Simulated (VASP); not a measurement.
# As (Fm-3m) in VASP: a series of runs, part 2 of 2

VASP 6.6.1. Earlier steps stand in the parts before.

## 3. Single point, PBE

This run uses another cell than the first one, of 25.18 Å³/atom, 1.102 times its volume.

INCAR reads:

```
PREC     = Accurate       # precision mode
ENCUT    = 520            # plane-wave cutoff, eV
EDIFF    = 1E-6           # SCF threshold, eV
ISMEAR   = 0              # smearing method
SIGMA    = 0.1            # smearing width, eV
LREAL    = F              # projectors in reciprocal space
LASPH    = T              # aspherical terms in the spheres
NELM     = 60             # most SCF steps
ALGO     = Normal         # electronic algorithm
ISIF     = 2              # what is computed and relaxed
LWAVE    = F              # write WAVECAR
LCHARG   = F              # write CHGCAR
GGA      = PE             # functional
NBANDS   = 14             # bands
```

KPOINTS reads:

```
regular mesh
0
Gamma
  4 4 4
```

POSCAR reads:

```
As
1.0
    0.0000000000      3.3550319600      3.3550319600
    3.3550319600      0.0000000000      3.3550319600
    3.3550319600      3.3550319600      0.0000000000
As
3
Direct
    0.7500000000      0.7500000000      0.7500000000
    0.2500000000      0.2500000000      0.2500000000
    0.0000000000      0.0000000000      0.0000000000
```

Potentials or basis: VASP PAW PBE potentials, release 64 (As).

Run with:

```
> cat potpaw_PBE.64/As/POTCAR > POTCAR
> mpirun -np 1 vasp_std > vasp.out
```

OUTCAR:

```text
PREC = Accurate
   ENCUT = 520
   EDIFF = 1E-6
   ISMEAR = 0
   LREAL = F
   LASPH = T
   NELM = 60
   ISIF = 2
   GGA = PE

 ion  position               nearest neighbor table
   1  0.750  0.750  0.750-   3 2.91   3 2.91   3 2.91   3 2.91
   2  0.250  0.250  0.250-   3 2.91   3 2.91   3 2.91   3 2.91
   3  0.000  0.000  0.000-   1 2.91   1 2.91   1 2.91   1 2.91   2 2.91   2 2.91   2 2.91   2 2.91

  LATTYP: Found a face centered cubic cell.
 ALAT       =     6.7100639200

  Lattice vectors:

 A1 = (   0.0000000000,   3.3550319600,   3.3550319600)
 A2 = (   3.3550319600,   0.0000000000,   3.3550319600)
 A3 = (   3.3550319600,   3.3550319600,   0.0000000000)

Analysis of symmetry for initial positions (statically):
=====================================================================
 Subroutine PRICEL returns:
 Original cell was already a primitive cell.

 Routine SETGRP: Setting up the symmetry group for a
 face centered cubic supercell.

 Subroutine GETGRP returns: Found 48 space group operations
 (whereof 48 operations were pure point group operations)
 out of a pool of 48 trial point group operations.

The static configuration has the point symmetry O_h .

Analysis of symmetry for dynamics (positions and initial velocities):
=====================================================================
 Subroutine PRICEL returns:
 Original cell was already a primitive cell.

 Routine SETGRP: Setting up the symmetry group for a
 face centered cubic supercell.

 Subroutine GETGRP returns: Found 48 space group operations
 (whereof 48 operations were pure point group operations)
 out of a pool of 48 trial point group operations.

The dynamic configuration has the point symmetry O_h .

 Subroutine INISYM returns: Found 48 space group operations
 (whereof 48 operations are pure point group operations),
 and found     1 'primitive' translations

[... 109 lines left out ...]
   LRPA    =     F    only Hartree local field effects (RPA)
 non-spin polarized calculation
 Gauss-broadening in eV      SIGMA  =   0.10
  energy-cutoff  :      520.00
  volume of cell :       75.53
 maximum number of plane-waves:      2085
   NGX = 17   NGY = 17   NGZ = 17

 number of electron      15.0000003 magnetization

 Free energy of the ion-electron system (eV)
  ---------------------------------------------------
  ext. energy  EPLUGINS =         0.00000000
  ---------------------------------------------------
  free energy    TOTEN  =       -12.33947745 eV

  energy without entropy =      -12.32368175  energy(sigma->0) =      -12.33157960

 E-fermi :   3.7740     XC(G=0):  -9.3309

 val. band max:        3.7461890179   @ k =   0.2500   0.2500   0.0000
 cond. band min:       3.8894528055   @ k =   0.5000   0.2500   0.0000
 fundamental gap:      0.1432637876
 Fermi energy:         3.7740122099

 k-point     1 :       0.0000    0.0000    0.0000
  band No.  band energies     occupation
      1      -9.9007      2.00000
      2      -4.9242      2.00000
      3      -3.5683      2.00000
      4       1.4645      2.00000
      5       1.4645      2.00000
      6       1.4645      2.00000
      7       1.4723      2.00000
      8       1.4723      2.00000
      9       1.4723      2.00000
     10       5.8456      0.00000
     11       5.8456      0.00000
     12       5.8456      0.00000
     13       9.2231      0.00000
     14       9.2231      0.00000
[... 105 lines left out ...]
      1      -7.3310      2.00000
      2      -6.8569      2.00000
      3      -6.8569      2.00000
      4      -1.4570      2.00000
      5       1.0870      2.00000
      6       1.0870      2.00000
      7       2.5283      2.00000
      8       5.3261      0.00000
      9       5.6201      0.00000
     10       5.9642      0.00000
     11       6.8336      0.00000
     12       6.8336      0.00000
     13      11.0540      0.00000
     14      12.0340      0.00000

------------------------ aborting loop because EDIFF is reached ----------------------------------------

  FORCE on cell =-STRESS in cart. coord.  units (eV):
  Direction    XX          YY          ZZ          XY          YZ          ZX
  --------------------------------------------------------------------------------------
  -------------------------------------------------------------------------------------
  Total       -2.4365152     -2.4365152     -2.4365152     -0.0000000      0.0000000      0.0000000
  in kB      -51.6844298    -51.6844298    -51.6844298     -0.0000000      0.0000000      0.0000000
  external PRESSURE =     -51.6844298 kB  Pullay stress =       0.0000000 kB

 VOLUME and BASIS-vectors are now :
 -----------------------------------------------------------------------------
  energy-cutoff  :      520.00
  volume of cell :       75.53
      direct lattice vectors                 reciprocal lattice vectors
     0.000000000  3.355031960  3.355031960    -0.149029877  0.149029877  0.149029877
     3.355031960  0.000000000  3.355031960     0.149029877 -0.149029877  0.149029877
     3.355031960  3.355031960  0.000000000     0.149029877  0.149029877 -0.149029877

 POSITION                                       TOTAL-FORCE (eV/Angst)
 -----------------------------------------------------------------------------------
      5.03255      5.03255      5.03255         0.000000      0.000000      0.000000
      1.67752      1.67752      1.67752        -0.000000     -0.000000     -0.000000
      0.00000      0.00000      0.00000         0.000000      0.000000      0.000000
 -----------------------------------------------------------------------------------
    total drift:                                0.000000      0.000000      0.000000

  FREE ENERGIE OF THE ION-ELECTRON SYSTEM (eV)
  ---------------------------------------------------
  free  energy   TOTEN  =       -12.3394774525 eV

  energy  without entropy=      -12.3236817497  energy(sigma->0) =      -12.33157960
```

OSZICAR:

```text
N       E                     dE             d eps       ncg     rms          rms(c)
DAV:   1     0.429548590174E+02    0.42955E+02   -0.56661E+03   224   0.869E+02
DAV:   2    -0.940598752898E+01   -0.52361E+02   -0.48443E+02   308   0.128E+02
DAV:   3    -0.123189225995E+02   -0.29129E+01   -0.28929E+01   254   0.307E+01
DAV:   4    -0.123411578035E+02   -0.22235E-01   -0.22230E-01   290   0.314E+00
DAV:   5    -0.123412866432E+02   -0.12884E-03   -0.12884E-03   260   0.253E-01    0.298E+00
DAV:   6    -0.123394594131E+02    0.18272E-02   -0.44596E-03   272   0.413E-01    0.176E+00
DAV:   7    -0.123393587516E+02    0.10066E-03   -0.90513E-03   224   0.597E-01    0.934E-02
DAV:   8    -0.123394338107E+02   -0.75059E-04   -0.19508E-04   290   0.897E-02    0.435E-02
DAV:   9    -0.123394711452E+02   -0.37334E-04   -0.78689E-05   242   0.520E-02    0.775E-03
DAV:  10    -0.123394755535E+02   -0.44083E-05   -0.35481E-06   290   0.100E-02    0.320E-03
DAV:  11    -0.123394772185E+02   -0.16650E-05   -0.21843E-06   220   0.723E-03    0.117E-03
DAV:  12    -0.123394774525E+02   -0.23399E-06   -0.55245E-08   184   0.134E-03
   1 F= -.12339477E+02 E0= -.12331580E+02  d E =-.157957E-01
```

stdout:

```text
POSCAR found type information on POSCAR As
 POSCAR found :  1 types and       3 ions
 scaLAPACK will be used
 LDA part: xc-table for (Slater+PW92), standard interpolation
 POSCAR, INCAR and KPOINTS ok, starting setup
 FFT: planning ... GRIDC
 FFT: planning ... GRID_SOFT
 FFT: planning ... GRID
 WAVECAR not read
 entering main loop
```

Run time: 5.5 s. Hardware: 1 thread of Intel Xeon 6975P-C (Granite Rapids), shared host; peak memory 0.19 GiB.

What came out:

| Property | Result |
| --- | --- |
| Free energy | -12.3395 eV |
| Pressure | -5.2 GPa |

Caveat: the k points lie up to 0.41 Å⁻¹ apart.

## 4. Relaxation of cell and atoms, PBE

This run uses another cell than the first one, of 25.18 Å³/atom, 1.102 times its volume.

INCAR reads:

```
SYSTEM = As
PREC = Accurate
ENCUT = 600
EDIFF = 1E-6
ISMEAR = 0
SIGMA = 0.1
LREAL = .FALSE.
LASPH = .TRUE.
NELM = 60
ALGO = Normal
ISIF = 3
LWAVE = .FALSE.
LCHARG = .FALSE.
GGA = PE
IBRION = 2
NSW = 90
EDIFFG = -0.04
```

KPOINTS reads:

```
regular mesh
0
G
  4 4 4
  0 0 0
```

POSCAR is that of step 3.

Run with:

```
> cat potpaw_PBE.64/As/POTCAR > POTCAR
> mpirun -np 1 vasp_std > vasp.out
```

It took 15 s on 1 thread of Intel Xeon 6975P-C (Granite Rapids), shared host; peak memory 0.23 GiB.

It converged, with:

* Free energy: -12.4660 eV
* Relaxed volume: 22.76 Å³/atom
* Relaxed cell: a = 4.587 Å, b = 4.587 Å, c = 4.587 Å, α = 60.00°, β = 60.00°, γ = 60.00°
* Space group after relaxing (to 0.05 Å): Fm-3m (No. 225)
* Energy gained by relaxing: 42.1 meV/atom
* Ionic steps: 3
* Pressure after relaxing: 0.0 GPa

Step by step:
```
step  energy change (eV)  largest force (eV/Å)  pressure (GPa)  volume (Å³)
   1              0.0000                0.0000           -5.17        75.53
   2             -0.1216                0.0000            1.22        66.99
   3             -0.1264                0.0000            0.03        68.27
```

Final structure:
```
As
1.0
     0.00000    3.24385    3.24385
     3.24385    0.00000    3.24385
     3.24385    3.24385    0.00000
As
3
Direct
  0.75000 0.75000 0.75000
  0.25000 0.25000 0.25000
  0.00000 0.00000 0.00000
```

Levels at points of the mesh, in eV from the Fermi level:
| k point | band 5 | band 6 | band 7 | band 8 | band 9 | band 10 | band 11 |
| --- | --- | --- | --- | --- | --- | --- | --- |
| (0.00, 0.00, 0.00) | -2.60 | -2.60 | -2.57 | -2.57 | -2.57 | 2.20 | 2.20 |
| (0.50, 0.00, 0.00) | -3.96 | -2.40 | -1.68 | -1.68 | 1.31 | 3.27 | 3.27 |
| (0.50, 0.50, 0.00) | -5.44 | -2.59 | 1.32 | 1.81 | 1.81 | 2.97 | 3.72 |

Caveat: the k points lie up to 0.42 Å⁻¹ apart in the final cell.

## 5. Single point, PBE

This run uses another cell than the first one, of 22.39 Å³/atom, 0.980 times its volume.

INCAR reads:

```
SYSTEM = As
PREC     = Accurate       ! precision mode
ENCUT    = 520            ! plane-wave cutoff, eV
EDIFF    = 1E-7           ! SCF threshold, eV
ISMEAR   = 0              ! smearing method
SIGMA    = 0.1            ! smearing width, eV
LREAL    = .FALSE.        ! projectors in reciprocal space
LASPH    = .TRUE.         ! aspherical terms in the spheres
NELM     = 100            ! most SCF steps
ALGO     = Normal         ! electronic algorithm
ISIF     = 2              ! what is computed and relaxed
LWAVE    = .FALSE.        ! write WAVECAR
LCHARG   = .TRUE.         ! write CHGCAR
GGA      = PE             ! functional
LELF     = .TRUE.         ! ELF
LVHAR    = .TRUE.       
NBANDS   = 14             ! bands
```

KPOINTS reads:

```
Automatic mesh
0
G
  12 12 12
  0 0 0
```

POSCAR reads:

```
As
1.0
    0.0000000000      3.2263362589      3.2263362589
    3.2263362589      0.0000000000      3.2263362589
    3.2263362589      3.2263362589      0.0000000000
As
3
Direct
    0.7500000000      0.7500000000      0.7500000000
    0.2500000000      0.2500000000      0.2500000000
    0.0000000000      0.0000000000      0.0000000000
```

Run with:

```
> cat potpaw_PBE.64/As/POTCAR > POTCAR
> mpirun -np 1 vasp_std > vasp.out
```

It took 24 s on 1 thread of Intel Xeon 6975P-C (Granite Rapids), shared host; peak memory 0.22 GiB.

The run converged. Its results:

```yaml
Free_energy: -12.5318 eV
Pressure: 0.1 GPa
```

Levels at points of the mesh, in eV from the Fermi level:
```tsv
k point	band 4	band 5	band 6	band 7	band 8	band 9	band 10	band 11
(0.00, 0.00, 0.00)	-2.56	-2.56	-2.56	-2.52	-2.52	-2.52	2.30	2.30
(0.50, 0.00, 0.00)	-3.94	-3.94	-2.31	-1.64	-1.64	1.46	3.40	3.40
(0.50, 0.50, 0.00)	-5.44	-5.44	-2.54	1.48	1.94	1.94	3.14	3.87
```

## 6. Relaxation of cell and atoms, PBE

INCAR reads:

```
PREC = Accurate
ENCUT = 600
EDIFF = 1E-6
ISMEAR = 0
SIGMA = 0.1
LREAL = F
LASPH = T
NELM = 60
ALGO = Normal
ISIF = 3
LWAVE = F
LCHARG = F
GGA = PE
IBRION = 2
NSW = 100
EDIFFG = -0.01
```

KPOINTS reads:

```
regular mesh
0
Gamma
  12 12 12
```

POSCAR reads:

```
As
1.0
    0.0000000000      3.2477764293      3.2477764293
    3.2477764293      0.0000000000      3.2477764293
    3.2477764293      3.2477764293      0.0000000000
As
3
Direct
    0.7500000000      0.7500000000      0.7500000000
    0.2500000000      0.2500000000      0.2500000000
    0.0000000000      0.0000000000      0.0000000000
```

Potentials or basis: VASP PAW PBE potentials, release 64 (As).

Run with:

```
> cat potpaw_PBE.64/As/POTCAR > POTCAR
> mpirun -np 1 vasp_std > vasp.out
```

Run time: 59 s. Hardware: 1 thread of Intel Xeon 6975P-C (Granite Rapids), shared host; peak memory 0.27 GiB.

Results (log left out):

```yaml
Free_energy: -12.5320 eV
Relaxed_volume: 22.41 Å³/atom
Relaxed_cell: a = 4.564 Å, b = 4.564 Å, c = 4.564 Å, α = 60.00°, β = 60.00°, γ = 60.00°
Space_group_after_relaxing_to_0.05_Å: Fm-3m (No. 225)
Energy_gained_by_relaxing: 1.6 meV/atom
Ionic_steps: 3
Pressure_after_relaxing: 0.0 GPa
```

The path:
```tsv
step	energy change (eV)	largest force (eV/Å)	pressure (GPa)	volume (Å³)
1	0.0000	0.0000	-1.15	68.52
2	-0.0044	0.0000	0.33	66.90
3	-0.0047	0.0000	0.01	67.23
```

Final structure:
```
As
1.0
     0.00000    3.22737    3.22737
     3.22737    0.00000    3.22737
     3.22737    3.22737    0.00000
As
3
Cartesian
  4.8411 4.8411 4.8411
  1.6137 1.6137 1.6137
  0.0000 0.0000 0.0000
```

Levels at points of the mesh, in eV from the Fermi level:
```tsv
k point	band 4	band 5	band 6	band 7	band 8	band 9	band 10	band 11
(0.00, 0.00, 0.00)	-2.56	-2.56	-2.56	-2.52	-2.52	-2.52	2.30	2.30
(0.50, 0.00, 0.00)	-3.94	-3.94	-2.31	-1.63	-1.63	1.46	3.40	3.40
(0.50, 0.50, 0.00)	-5.43	-5.43	-2.53	1.48	1.93	1.93	3.13	3.87
```

## 7. The runs side by side

```csv
task,cell,k mesh,cutoff (eV),gap on the mesh (eV),pressure (GPa),relaxed volume (Å³/atom)
single point,"a = 4.593 Å, angles 60.0°, 3 atoms",4 × 4 × 4,520,none,-0.2,-
single point,"a = 4.745 Å, angles 60.0°, 3 atoms",4 × 4 × 4,520,none,-5.2,-
relaxation of cell and atoms,"relaxed from a = 4.745 Å, angles 60.0°, 3 atoms",4 × 4 × 4,600,none,0.0,22.76
single point,"a = 4.563 Å, angles 60.0°, 3 atoms",12 × 12 × 12,520,none,0.1,-
relaxation of cell and atoms,"relaxed from a = 4.593 Å, angles 60.0°, 3 atoms",12 × 12 × 12,600,none,0.0,22.41
```

Alike in all rows: level PBE; potentials or basis VASP PAW PBE potentials, release 64 (As); no spin polarisation; smearing gaussian 0.1 eV.

Caveats: some runs use coarse meshes.

Absolute energies hang on the potentials; compare differences alone.
